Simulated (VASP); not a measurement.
# W2C (P-3m1) in VASP: settings compared

W2C is run at these levels: PBE, PBEsol, revPBE; tasks: single point.

Program: VASP 6.6.1. These are calculated values, not measurements. Logs are shortened: lines on timing, memory, paths and dates and some standing lists are left out, and cuts for length are marked.

### 1 The cell of the first run

The structure is trigonal, space group P-3m1 (No. 164). Conventional cell: a = 3.070 Å, b = 3.070 Å, c = 4.678 Å, α = 90.00°, β = 90.00°, γ = 120.00°. W (site symmetry 3m) has 3 C at 2.13 Å and 12 W at 2.91 to 3.07 Å within 3.1 Å. Within 2.8 Å of C (site symmetry -3m) lie 6 W at 2.13 Å.

### 2 Single point, PBE

File INCAR:

```
  PREC = Accurate
  ENCUT = 600
  EDIFF = 1E-6
  ISMEAR = 0
  SIGMA = 0.1
  LREAL = False
  LASPH = True
  NELM = 120
  ALGO = Normal
  ISIF = 2
  LWAVE = False
  LCHARG = False
  GGA = PE
  NBANDS = 23
  GGA_COMPAT = False
```

File KPOINTS:

```
Automatic mesh
0
Gamma
  6 6 4
```

File POSCAR:

```
W2C
1.0
    3.0700456420      0.0000000000      0.0000000000
   -1.5350228210      2.6587375167      0.0000000000
    0.0000000000      0.0000000000      4.6784280000
W C
2 1
Direct
    0.3333333333      0.6666666667      0.7463310000
    0.6666666667      0.3333333333      0.2536690000
    0.0000000000      0.0000000000      0.0000000000
```

Potentials or basis: VASP PAW PBE potentials, release 64 (W_sv, C).

On the command line:

```console
$ cat potpaw_PBE.64/W_sv/POTCAR potpaw_PBE.64/C/POTCAR > POTCAR
$ mpirun -np 1 vasp_std > vasp.out
```

OUTCAR:

```text
PREC = Accurate
   ENCUT = 600
   EDIFF = 1E-6
   ISMEAR = 0
   LREAL = False
   LASPH = True
   NELM = 120
   ISIF = 2
   GGA = PE

 ion  position               nearest neighbor table
   1  0.333  0.667  0.746-   3 2.13   3 2.13   3 2.13   2 2.91   2 2.91   2 2.91   2 2.96   2 2.96
                             2 2.96
   2  0.667  0.333  0.254-   3 2.13   3 2.13   3 2.13   1 2.91   1 2.91   1 2.91   1 2.96   1 2.96
                             1 2.96
   3  0.000  0.000  0.000-   1 2.13   2 2.13   1 2.13   2 2.13   2 2.13   1 2.13

  LATTYP: Found a hexagonal cell.
 ALAT       =     3.0700456420
 C/A-ratio  =     1.5238952594

  Lattice vectors:

 A1 = (   3.0700456420,   0.0000000000,   0.0000000000)
 A2 = (  -1.5350228210,   2.6587375167,   0.0000000000)
 A3 = (   0.0000000000,   0.0000000000,   4.6784280000)

Analysis of symmetry for initial positions (statically):
=====================================================================
 Subroutine PRICEL returns:
 Original cell was already a primitive cell.

 Routine SETGRP: Setting up the symmetry group for a
 hexagonal supercell.

 Subroutine GETGRP returns: Found 12 space group operations
 (whereof 12 operations were pure point group operations)
 out of a pool of 24 trial point group operations.

The static configuration has the point symmetry D_3d.

Analysis of symmetry for dynamics (positions and initial velocities):
=====================================================================
 Subroutine PRICEL returns:
 Original cell was already a primitive cell.

 Routine SETGRP: Setting up the symmetry group for a
 hexagonal supercell.

 Subroutine GETGRP returns: Found 12 space group operations
 (whereof 12 operations were pure point group operations)
 out of a pool of 24 trial point group operations.

The dynamic configuration has the point symmetry D_3d.

 Subroutine INISYM returns: Found 12 space group operations
 (whereof 12 operations are pure point group operations),
 and found     1 'primitive' translations

----------------------------------------------------------------------------------------

                                     Primitive cell

  volume of cell :      38.1874

  direct lattice vectors                    reciprocal lattice vectors
     3.070045642  0.000000000  0.000000000     0.325728056  0.188059181  0.000000000
    -1.535022821  2.658737517  0.000000000     0.000000000  0.376118362  0.000000000
     0.000000000  0.000000000  4.678428000     0.000000000  0.000000000  0.213747011

  length of vectors
     3.070045642  3.070045642  4.678428000     0.376118362  0.376118362  0.213747011

  position of ions in fractional coordinates (direct lattice)
     0.333333333  0.666666667  0.746331000
     0.666666667  0.333333333  0.253669000
     0.000000000  0.000000000  0.000000000

  ion indices of the primitive-cell ions
   primitive index   ion index
                 1           1
                 2           2
                 3           3

----------------------------------------------------------------------------------------

 KPOINTS: Automatic mesh

Automatic generation of k-mesh.
 Grid dimensions read from file:
 generate k-points for:    6    6    4

 Generating k-lattice:

  Cartesian coordinates                     Fractional coordinates (reciprocal lattice)
     0.054288009  0.031343197  0.000000000     0.166666667  0.000000000  0.000000000
     0.000000000  0.062686394  0.000000000     0.000000000  0.166666667  0.000000000
     0.000000000  0.000000000  0.053436753     0.000000000  0.000000000  0.250000000

  Length of vectors
     0.062686394  0.062686394  0.053436753

  Shift w.r.t. Gamma in fractional coordinates (k-lattice)
     0.000000000  0.000000000  0.000000000

 Subroutine IBZKPT returns following result:
 ===========================================

 Found     24 irreducible k-points:

 Following reciprocal coordinates:
            Coordinates               Weight
  0.000000  0.000000  0.000000      1.000000
  0.166667 -0.000000  0.000000      6.000000
[... 48 lines left out ...]
      3     -27.9477      2.00000
      4     -27.3626      2.00000
      5     -27.3626      2.00000
      6     -27.2280      2.00000
[... 15 lines left out ...]
     22      18.2882      0.00000
     23      18.9285      0.00000

 k-point     2 :       0.1667   -0.0000    0.0000
  band No.  band energies     occupation
      1     -63.2808      2.00000
      2     -63.2142      2.00000
      3     -27.8798      2.00000
      4     -27.4851      2.00000
      5     -27.4086      2.00000
      6     -27.3479      2.00000
[... 15 lines left out ...]
     22      17.7236      0.00000
     23      18.4697      0.00000

 k-point     3 :       0.3333   -0.0000    0.0000
  band No.  band energies     occupation
      1     -63.2554      2.00000
      2     -63.2118      2.00000
      3     -27.7381      2.00000
      4     -27.7039      2.00000
      5     -27.5739      2.00000
      6     -27.4915      2.00000
[... 15 lines left out ...]
     22      16.9064      0.00000
     23      17.6507      0.00000

 k-point     4 :       0.5000   -0.0000    0.0000
  band No.  band energies     occupation
      1     -63.2393      2.00000
      2     -63.2142      2.00000
      3     -27.8520      2.00000
      4     -27.6818      2.00000
      5     -27.5845      2.00000
      6     -27.5303      2.00000
[... 15 lines left out ...]
     22      15.3016      0.00000
     23      18.0881      0.00000

 k-point     5 :       0.1667    0.1667    0.0000
  band No.  band energies     occupation
      1     -63.2623      2.00000
      2     -63.2119      2.00000
      3     -27.7616      2.00000
      4     -27.6031      2.00000
      5     -27.6023      2.00000
      6     -27.4135      2.00000
[... 434 lines left out ...]
 k-point    22 :       0.1667    0.1667    0.5000
  band No.  band energies     occupation
      1     -63.2385      2.00000
      2     -63.2357      2.00000
      3     -27.7503      2.00000
      4     -27.7041      2.00000
      5     -27.4161      2.00000
      6     -27.4117      2.00000
[... 15 lines left out ...]
     22      16.9419      0.00000
     23      19.2071      0.00000

 k-point    23 :       0.3333    0.1667    0.5000
  band No.  band energies     occupation
      1     -63.2274      2.00000
      2     -63.2260      2.00000
      3     -27.8582      2.00000
      4     -27.8362      2.00000
      5     -27.5120      2.00000
      6     -27.5057      2.00000
[... 15 lines left out ...]
     22      17.6788      0.00000
     23      18.9191      0.00000

 k-point    24 :       0.3333    0.3333    0.5000
  band No.  band energies     occupation
      1     -63.2232      2.00000
      2     -63.2232      2.00000
      3     -27.8043      2.00000
      4     -27.8043      2.00000
      5     -27.6520      2.00000
      6     -27.6296      2.00000
[... 15 lines left out ...]
     22      17.8744      0.00000
     23      17.9468      0.00000

------------------------ aborting loop because EDIFF is reached ----------------------------------------

  FORCE on cell =-STRESS in cart. coord.  units (eV):
  Direction    XX          YY          ZZ          XY          YZ          ZX
  --------------------------------------------------------------------------------------
  -------------------------------------------------------------------------------------
  Total       -0.1546183     -0.1546183     -0.5432530      0.0000000      0.0000000      0.0000000
  in kB       -6.4871100     -6.4871100    -22.7925258      0.0000000      0.0000000      0.0000000
  external PRESSURE =     -11.9222486 kB  Pullay stress =       0.0000000 kB

 VOLUME and BASIS-vectors are now :
 -----------------------------------------------------------------------------
  energy-cutoff  :      600.00
  volume of cell :       38.19
      direct lattice vectors                 reciprocal lattice vectors
     3.070045642  0.000000000  0.000000000     0.325728056  0.188059181  0.000000000
    -1.535022821  2.658737517  0.000000000     0.000000000  0.376118362  0.000000000
     0.000000000  0.000000000  4.678428000     0.000000000  0.000000000  0.213747011

 POSITION                                       TOTAL-FORCE (eV/Angst)
 -----------------------------------------------------------------------------------
     -0.00000      1.77249      3.49166         0.000000      0.000000      0.119468
      1.53502      0.88625      1.18677        -0.000000     -0.000000     -0.119468
      0.00000      0.00000      0.00000         0.000000      0.000000      0.000000
 -----------------------------------------------------------------------------------
    total drift:                                0.000000      0.000000      0.000000

  FREE ENERGIE OF THE ION-ELECTRON SYSTEM (eV)
  ---------------------------------------------------
  free  energy   TOTEN  =       -34.9968946853 eV

  energy  without entropy=      -34.9893940275  energy(sigma->0) =      -34.99314436
```

It took 47 s on 1 thread of Intel Xeon Platinum 8375C at 2.90GHz (Ice Lake), shared host; peak memory 0.19 GiB.

Results:

| Item | Value |
| --- | --- |
| Free energy | -34.9969 eV |
| Pressure | -1.2 GPa |
| Largest force | 0.119 eV/Å |
| Band gap on the k mesh | zero (bands 16 and 17 overlap by 2.44 eV) |

Forces on the atoms (eV/Å):
```
W    0.000  0.000  0.119
W    0.000  0.000 -0.119
C    0.000  0.000  0.000
```

Stress tensor (GPa, compression positive):
```
-0.65  0.00  0.00
 0.00 -0.65  0.00
 0.00  0.00 -2.28
```

Levels at points of the mesh, in eV from the Fermi level:
| k point | band 13 | band 14 | band 15 | band 16 | band 17 | band 18 | band 19 | band 20 |
| --- | --- | --- | --- | --- | --- | --- | --- | --- |
| (0.00, 0.00, 0.00) | -4.03 | -1.51 | -1.40 | -1.40 | -1.11 | -1.11 | 0.51 | 0.51 |
| (0.50, 0.00, 0.00) | -5.47 | -3.47 | -1.81 | 1.33 | 2.19 | 2.53 | 2.98 | 3.15 |
| (0.00, 0.00, 0.50) | -3.29 | -2.85 | -2.34 | -2.34 | 0.99 | 0.99 | 1.59 | 1.59 |
| (0.50, 0.00, 0.50) | -4.14 | -2.69 | -2.51 | -0.52 | 0.21 | 1.97 | 2.52 | 2.79 |

Caveat: the k points lie up to 0.39 Å⁻¹ apart, too coarse for converged energies and pressures of a metal; spin-orbit coupling is left out, which moves the levels of the heavy elements.

### 3 Single point, PBEsol

File INCAR:

```
SYSTEM = W2C
  ALGO = Normal
  EDIFF = 1E-6
  ENCUT = 600
  GGA = PS
  GGA_COMPAT = .FALSE.
  ISIF = 2
  ISMEAR = 0
  LASPH = .TRUE.
  LCHARG = .FALSE.
  LREAL = .FALSE.
  LWAVE = .FALSE.
  NBANDS = 23
  NELM = 120
  PREC = Accurate
  SIGMA = 0.1
```

File KPOINTS:

```
k-points
0
G
  6 6 4
  0 0 0
```

POSCAR is that of step 2.

Potentials or basis: VASP PAW PBE potentials, release 64 (W_sv, C).

On the command line:

```console
$ cat potpaw_PBE.64/W_sv/POTCAR potpaw_PBE.64/C/POTCAR > POTCAR
$ mpirun -np 1 vasp_std > vasp.out
```

It took 40 s on 1 thread of Intel Xeon Platinum 8375C at 2.90GHz (Ice Lake), shared host; peak memory 0.19 GiB.

It converged, with:

```
Free energy            : -37.2614 eV
Pressure               : -9.4 GPa
Largest force          : 0.289 eV/Å
Band gap on the k mesh : zero (bands 16 and 17 overlap by 2.46 eV)
```

Forces on the atoms (eV/Å):
```
W    0.000  0.000  0.289
W    0.000  0.000 -0.289
C    0.000  0.000  0.000
```

Stress tensor (GPa, compression positive):
```
 -8.78   0.00   0.00
  0.00  -8.78   0.00
  0.00   0.00 -10.58
```

Levels at points of the mesh, in eV from the Fermi level:
| k point | band 13 | band 14 | band 15 | band 16 | band 17 | band 18 | band 19 | band 20 |
| --- | --- | --- | --- | --- | --- | --- | --- | --- |
| (0.00, 0.00, 0.00) | -3.99 | -1.53 | -1.41 | -1.41 | -1.12 | -1.12 | 0.51 | 0.51 |
| (0.50, 0.00, 0.00) | -5.49 | -3.46 | -1.79 | 1.34 | 2.21 | 2.53 | 2.98 | 3.15 |
| (0.00, 0.00, 0.50) | -3.29 | -2.84 | -2.35 | -2.35 | 0.99 | 0.99 | 1.60 | 1.60 |
| (0.50, 0.00, 0.50) | -4.16 | -2.67 | -2.49 | -0.52 | 0.23 | 1.97 | 2.53 | 2.79 |

Caveat: the k points lie up to 0.39 Å⁻¹ apart, too coarse for converged energies and pressures of a metal; the PAW data sets were made with another functional, which shifts forces and pressure a little; spin-orbit coupling is left out, which moves the levels of the heavy elements.

### 4 Single point, PBE

File INCAR:

```
SYSTEM = W2C
  PREC = Accurate
  ENCUT = 600
  EDIFF = 1E-6
  ISMEAR = 0
  SIGMA = 0.1
  LREAL = .False.
  LASPH = .True.
  NELM = 120
  ALGO = Normal
  ISIF = 2
  LWAVE = .False.
  LCHARG = .False.
  GGA = PE
  NBANDS = 23
  GGA_COMPAT = .False.
```

File KPOINTS:

```
regular mesh
0
Gamma
  6 6 4
  0 0 0
```

POSCAR is that of step 3.

On the command line:

```console
$ cat potpaw_PBE.64/W_sv/POTCAR potpaw_PBE.64/C/POTCAR > POTCAR
$ mpirun -np 1 vasp_std > vasp.out
```

It took 38 s on 1 thread of Intel Xeon Platinum 8375C at 2.90GHz (Ice Lake), shared host; peak memory 0.19 GiB.

The run converged. Its results:

```yaml
Free_energy: -34.9969 eV
Pressure: -1.2 GPa
Largest_force: 0.119 eV/Å
Band_gap_on_the_k_mesh: zero (bands 16 and 17 overlap by 2.44 eV)
```

Forces in eV/Å, atoms in the order of the input:
```
W    0.000  0.000  0.119
W    0.000  0.000 -0.119
C    0.000  0.000  0.000
```

Stress tensor (GPa, compression positive):
```
-0.65  0.00  0.00
 0.00 -0.65  0.00
 0.00  0.00 -2.28
```

Levels at points of the mesh, in eV from the Fermi level:
```tsv
k point	band 14	band 15	band 16	band 17	band 18	band 19
(0.00, 0.00, 0.00)	-1.51	-1.40	-1.40	-1.11	-1.11	0.51
(0.50, 0.00, 0.00)	-3.47	-1.81	1.33	2.19	2.53	2.98
(0.00, 0.00, 0.50)	-2.85	-2.34	-2.34	0.99	0.99	1.59
(0.50, 0.00, 0.50)	-2.69	-2.51	-0.52	0.21	1.97	2.52
```

Caveat: the k points lie up to 0.39 Å⁻¹ apart, too coarse for converged energies and pressures of a metal; spin-orbit coupling is left out, which moves the levels of the heavy elements.

### 5 Single point, PBEsol

File INCAR:

```
  PREC = Accurate
  ENCUT = 600
  EDIFF = 1E-6
  ISMEAR = 0
  SIGMA = 0.1
  LREAL = False
  LASPH = True
  NELM = 120
  ALGO = Normal
  ISIF = 2
  LWAVE = False
  LCHARG = False
  GGA = PS
  NBANDS = 23
  GGA_COMPAT = False
```

File KPOINTS:

```
Automatic mesh
0
Gamma
  6 6 4
```

POSCAR is that of step 4.

On the command line:

```console
$ cat potpaw_PBE.64/W_sv/POTCAR potpaw_PBE.64/C/POTCAR > POTCAR
$ mpirun -np 1 vasp_std > vasp.out
```

Run time: 44 s. Hardware: 1 thread of Intel Xeon Platinum 8375C at 2.90GHz (Ice Lake), shared host; peak memory 0.19 GiB.

The run converged. Its results:

```
Free energy            : -37.2614 eV
Pressure               : -9.4 GPa
Largest force          : 0.289 eV/Å
Band gap on the k mesh : zero (bands 16 and 17 overlap by 2.46 eV)
```

Forces on the atoms (eV/Å):
```
W    0.000  0.000  0.289
W    0.000  0.000 -0.289
C    0.000  0.000  0.000
```

Stress tensor (GPa, compression positive):
```
 -8.78   0.00   0.00
  0.00  -8.78   0.00
  0.00   0.00 -10.58
```

Levels at points of the mesh, in eV from the Fermi level:
| k point | band 13 | band 14 | band 15 | band 16 | band 17 | band 18 | band 19 | band 20 |
| --- | --- | --- | --- | --- | --- | --- | --- | --- |
| (0.00, 0.00, 0.00) | -3.99 | -1.53 | -1.41 | -1.41 | -1.12 | -1.12 | 0.51 | 0.51 |
| (0.50, 0.00, 0.00) | -5.49 | -3.46 | -1.79 | 1.34 | 2.21 | 2.53 | 2.98 | 3.15 |
| (0.00, 0.00, 0.50) | -3.29 | -2.84 | -2.35 | -2.35 | 0.99 | 0.99 | 1.60 | 1.60 |
| (0.50, 0.00, 0.50) | -4.16 | -2.67 | -2.49 | -0.52 | 0.23 | 1.97 | 2.53 | 2.79 |

Caveat: the k points lie up to 0.39 Å⁻¹ apart, too coarse for converged energies and pressures of a metal; the PAW data sets were made with another functional, which shifts forces and pressure a little; spin-orbit coupling is left out, which moves the levels of the heavy elements.

### 6 Single point, revPBE

File INCAR:

```
SYSTEM = W2C
ALGO     = Normal         ! electronic algorithm
EDIFF    = 1E-6           ! SCF threshold, eV
ENCUT    = 600            ! plane-wave cutoff, eV
GGA      = RE             ! functional
GGA_COMPAT= .False.      
ISIF     = 2              ! what is computed and relaxed
ISMEAR   = -1             ! smearing method
LASPH    = .True.         ! aspherical terms in the spheres
LCHARG   = .True.         ! write CHGCAR
LELF     = .True.         ! ELF
LREAL    = .False.        ! projectors in reciprocal space
LVHAR    = .True.       
LWAVE    = .False.        ! write WAVECAR
NBANDS   = 23             ! bands
NELM     = 120            ! most SCF steps
PREC     = Accurate       ! precision mode
SIGMA    = 0.012          ! smearing width, eV
```

File KPOINTS:

```
k-points
0
Gamma
  6 6 4
  0 0 0
```

POSCAR is that of step 5.

Potentials or basis: VASP PAW PBE potentials, release 64 (W_sv, C).

On the command line:

```console
$ cat potpaw_PBE.64/W_sv/POTCAR potpaw_PBE.64/C/POTCAR > POTCAR
$ mpirun -np 1 vasp_std > vasp.out
```

Wall time 38 s (1 thread of Intel Xeon Platinum 8375C at 2.90GHz (Ice Lake), shared host); peak memory 0.19 GiB.

It converged, with:

| Quantity | Value |
| --- | --- |
| Free energy | -33.7025 eV |
| Pressure | 1.6 GPa |
| Largest force | 0.058 eV/Å |
| Band gap on the k mesh | zero (bands 16 and 17 overlap by 2.45 eV) |

Forces on the atoms (eV/Å):
```
W    0.000  0.000  0.058
W    0.000  0.000 -0.058
C    0.000  0.000  0.000
```

Stress tensor (GPa, compression positive):
```
2.11 0.00 0.00
0.00 2.11 0.00
0.00 0.00 0.47
```

Levels at points of the mesh, in eV from the Fermi level:
```
           k point  band 13  band 14  band 15  band 16  band 17  band 18  band 19  band 20
(0.00, 0.00, 0.00)    -4.09    -1.54    -1.43    -1.43    -1.14    -1.14     0.48     0.48
(0.50, 0.00, 0.00)    -5.51    -3.51    -1.85     1.31     2.17     2.50     2.96     3.12
(0.00, 0.00, 0.50)    -3.32    -2.89    -2.37    -2.37     0.95     0.95     1.57     1.57
(0.50, 0.00, 0.50)    -4.17    -2.74    -2.55    -0.55     0.18     1.94     2.50     2.77
```

Caveat: the k points lie up to 0.39 Å⁻¹ apart, too coarse for converged energies and pressures of a metal; the PAW data sets were made with another functional, which shifts forces and pressure a little; spin-orbit coupling is left out, which moves the levels of the heavy elements.

### 7 The runs side by side

```tsv
level	smearing	gap on the mesh (eV)	pressure (GPa)	largest force (eV/Å)
PBE	gaussian 0.1 eV	none	-1.2	0.12
PBEsol	gaussian 0.1 eV	none	-9.4	0.29
revPBE	fermi-dirac 0.012 eV	none	1.6	0.06
```

Alike in all rows: task single point; potentials or basis VASP PAW PBE potentials, release 64 (W_sv, C); no spin polarisation; cell as given; k mesh 6 × 6 × 4; cutoff (eV) 600.

Caveats: all runs use coarse meshes; spin-orbit coupling is left out, which moves the levels of the heavy elements; the PAW data sets were made with another functional, which shifts forces and pressure a little (at least some runs).

Total energies depend on the potentials used, so only differences within one code and one set of settings carry meaning.
